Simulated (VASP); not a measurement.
# BaS (rocksalt type) (Fm-3m) in VASP: single point with LDA

Aim: the single point of BaS (rocksalt type) with LDA.

Everything below comes from runs of VASP 6.6.1. Logs are shortened: lines on timing, memory, paths and dates and some standing lists are left out, and cuts for length are marked.

**1. The cell of the first run**

It takes space group Fm-3m (No. 225, cubic). The conventional cell has a = 6.008 Å, b = 6.008 Å, c = 6.008 Å, α = 90.00°, β = 90.00°, γ = 90.00°. Ba (site symmetry m-3m) has 6 S at 3.00 Å within 4.0 Å. Within 4.0 Å of S (site symmetry m-3m) lie 6 Ba at 3.00 Å.

**2. Single point, LDA (27.11 Å³/atom)**

INCAR

```
  PREC = Accurate
  ENCUT = 500
  EDIFF = 1E-6
  ISMEAR = -1
  SIGMA = 0.1
  LREAL = False
  LASPH = True
  NELM = 120
  ALGO = Normal
  ISIF = 2
  LWAVE = False
  LCHARG = False
  GGA = CA
  NBANDS = 15
  GGA_COMPAT = False
```

KPOINTS

```
regular mesh
0
Gamma
  11 11 11
```

POSCAR

```
BaS
1.0
    0.0000000000      3.0041330722      3.0041330722
    3.0041330722      0.0000000000      3.0041330722
    3.0041330722      3.0041330722      0.0000000000
Ba S
1 1
Direct
    0.0000000000      0.0000000000      0.0000000000
    0.5000000000      0.5000000000      0.5000000000
```

Potentials or basis: VASP PAW LDA potentials, release 64 (Ba_sv, S).

Started as:

```
$ cat potpaw_LDA.64/Ba_sv/POTCAR potpaw_LDA.64/S/POTCAR > POTCAR
$ mpirun -np 1 vasp_std > vasp.out
```

OUTCAR:

```text
PREC = Accurate
   ENCUT = 500
   EDIFF = 1E-6
   ISMEAR = -1
   LREAL = False
   LASPH = True
   NELM = 120
   ISIF = 2
   GGA = CA

 ion  position               nearest neighbor table
   1  0.000  0.000  0.000-   2 3.00   2 3.00   2 3.00   2 3.00   2 3.00   2 3.00
   2  0.500  0.500  0.500-   1 3.00   1 3.00   1 3.00   1 3.00   1 3.00   1 3.00

  LATTYP: Found a face centered cubic cell.
 ALAT       =     6.0082661444

  Lattice vectors:

 A1 = (   0.0000000000,   3.0041330722,   3.0041330722)
 A2 = (   3.0041330722,   0.0000000000,   3.0041330722)
 A3 = (   3.0041330722,   3.0041330722,   0.0000000000)

Analysis of symmetry for initial positions (statically):
=====================================================================
 Subroutine PRICEL returns:
 Original cell was already a primitive cell.

 Routine SETGRP: Setting up the symmetry group for a
 face centered cubic supercell.

 Subroutine GETGRP returns: Found 48 space group operations
 (whereof 48 operations were pure point group operations)
 out of a pool of 48 trial point group operations.

The static configuration has the point symmetry O_h .

Analysis of symmetry for dynamics (positions and initial velocities):
=====================================================================
 Subroutine PRICEL returns:
 Original cell was already a primitive cell.

 Routine SETGRP: Setting up the symmetry group for a
 face centered cubic supercell.

 Subroutine GETGRP returns: Found 48 space group operations
 (whereof 48 operations were pure point group operations)
 out of a pool of 48 trial point group operations.

The dynamic configuration has the point symmetry O_h .

 Subroutine INISYM returns: Found 48 space group operations
 (whereof 48 operations are pure point group operations),
 and found     1 'primitive' translations

----------------------------------------------------------------------------------------

                                     Primitive cell

  volume of cell :      54.2235

  direct lattice vectors                    reciprocal lattice vectors
     0.000000000  3.004133072  3.004133072    -0.166437367  0.166437367  0.166437367
     3.004133072  0.000000000  3.004133072     0.166437367 -0.166437367  0.166437367
     3.004133072  3.004133072  0.000000000     0.166437367  0.166437367 -0.166437367

  length of vectors
     4.248485734  4.248485734  4.248485734     0.288277977  0.288277977  0.288277977

  position of ions in fractional coordinates (direct lattice)
     0.000000000  0.000000000  0.000000000
[... 88 lines left out ...]
   PSTRESS=    0.0 pullay stress
   NELECT =      16.0000    total number of electrons
   NUPDOWN=      -1.0000    fix difference up-down
   EMIN   =  10.00;   EMAX   =-10.00  energy-range for DOS
   EFERMI =   0.00;   METHOD = LEGACY
   ISMEAR =    -1;   SIGMA  =   0.10  broadening in eV -4-tet -1-fermi 0-gaus
   EFERMI_NEDOS =   21; number of points for ismear=-14 and -15
   IALGO  =     38    algorithm
   IMIX   =      4    mixing-type and parameters
     AMIX     =   0.40;   BMIX     =  1.00
     AMIX_MAG =   1.60;   BMIX_MAG =  1.00
  volume/ion in A,a.u.               =      27.11       182.96
  Fermi-wavevector in a.u.,A,eV,Ry     =   1.089898  2.059608 16.162042  1.187877
  Thomas-Fermi vector in A             =   2.226111
   LORBIT       =      0    0 simple, 1 ext, 2 COOP (PROOUT), +10 PAW based schemes
   GGA     = CA    functional components
   LHFCALC =     F    Hartree Fock is set to
   AEXX    =    0.0000 exact exchange contribution
   IVDW    =     0    specifies the selected vdW correction
   LEPSILON=     F    determine dielectric tensor
   LRPA    =     F    only Hartree local field effects (RPA)
 non-spin polarized calculation
  energy-cutoff  :      500.00
  volume of cell :       54.22
 maximum number of plane-waves:      1411
   NGX = 15   NGY = 15   NGZ = 15

 number of electron      16.0000001 magnetization

 Free energy of the ion-electron system (eV)
  ---------------------------------------------------
  ext. energy  EPLUGINS =         0.00000000
  ---------------------------------------------------
  free energy    TOTEN  =       -10.94519831 eV

  energy without entropy =      -10.94515249  energy(sigma->0) =      -10.94517540

 E-fermi :   3.2057     XC(G=0):  -9.7573

 val. band max:        2.3411152735   @ k =   0.4545   0.4545   0.0000
 cond. band min:       3.8423450747   @ k =   0.4545   0.4545   0.0000
 fundamental gap:      1.5012298012
 Fermi energy:         3.2056886532

 k-point     1 :       0.0000    0.0000    0.0000
  band No.  band energies     occupation
      1     -23.1942      2.00000
      2      -8.2794      2.00000
      3      -8.2144      2.00000
      4      -8.2144      2.00000
      5      -8.2144      2.00000
      6       2.3375      1.99966
      7       2.3375      1.99966
      8       2.3375      1.99966
      9       5.9708      0.00000
     10       5.9708      0.00000
     11       5.9708      0.00000
     12       6.6256      0.00000
     13       7.1712      0.00000
     14       7.1712      0.00000
[... 401 lines left out ...]
      2      -9.8086      2.00000
      3      -8.4657      2.00000
      4      -8.2213      2.00000
      5      -6.6065      2.00000
      6       0.5579      2.00000
      7       1.0881      2.00000
      8       1.9883      1.99999
      9       6.2556      0.00000
     10       6.9359      0.00000
     11       7.7669      0.00000
     12       8.4770      0.00000
     13       9.7833      0.00000
     14      10.7703      0.00000
     15      13.5709      0.00000

 [... further k-points ...]

------------------------ aborting loop because EDIFF is reached ----------------------------------------

  FORCE on cell =-STRESS in cart. coord.  units (eV):
  Direction    XX          YY          ZZ          XY          YZ          ZX
  --------------------------------------------------------------------------------------
  -------------------------------------------------------------------------------------
  Total        3.3736532      3.3736532      3.3736532      0.0000000      0.0000000     -0.0000000
  in kB       99.6835571     99.6835571     99.6835571      0.0000000      0.0000000     -0.0000000
  external PRESSURE =      99.6835571 kB  Pullay stress =       0.0000000 kB

 VOLUME and BASIS-vectors are now :
 -----------------------------------------------------------------------------
  energy-cutoff  :      500.00
  volume of cell :       54.22
      direct lattice vectors                 reciprocal lattice vectors
     0.000000000  3.004133072  3.004133072    -0.166437367  0.166437367  0.166437367
     3.004133072  0.000000000  3.004133072     0.166437367 -0.166437367  0.166437367
     3.004133072  3.004133072  0.000000000     0.166437367  0.166437367 -0.166437367

 POSITION                                       TOTAL-FORCE (eV/Angst)
 -----------------------------------------------------------------------------------
      0.00000      0.00000      0.00000         0.000000      0.000000      0.000000
      3.00413      3.00413      3.00413         0.000000      0.000000      0.000000
 -----------------------------------------------------------------------------------
    total drift:                                0.000000     -0.000000     -0.000000

  FREE ENERGIE OF THE ION-ELECTRON SYSTEM (eV)
  ---------------------------------------------------
  free  energy   TOTEN  =       -10.9451983079 eV

  energy  without entropy=      -10.9451524883  energy(sigma->0) =      -10.94517540
```

stdout:

```text
POSCAR found type information on POSCAR BaS
 POSCAR found :  2 types and       2 ions
 scaLAPACK will be used
 LDA part: xc-table for (Slater(with rela. corr.)+CA(PZ))
 , standard interpolation
 POSCAR, INCAR and KPOINTS ok, starting setup
 FFT: planning ... GRIDC
 FFT: planning ... GRID_SOFT
 FFT: planning ... GRID
 WAVECAR not read
 entering main loop
```

Wall time 24 s (1 thread of Intel Xeon Platinum 8375C at 2.90GHz (Ice Lake), shared host); peak memory 0.18 GiB.

What came out:

* Free energy: -10.9452 eV
* Pressure: 10.0 GPa
* Band gap on the k mesh: 1.50 eV

Levels at points of the mesh, in eV from the valence-band top:
```tsv
k point	band 5	band 6	band 7	band 8	band 9	band 10	band 11	band 12
(0.00, 0.00, 0.00)	-10.56	0.00	0.00	0.00	3.63	3.63	3.63	4.28
```

Caveat: the cell stands under pressure; spin-orbit coupling is left out, which moves the levels of the heavy elements; an odd mesh through Γ misses points on the zone boundary, where band edges can lie.
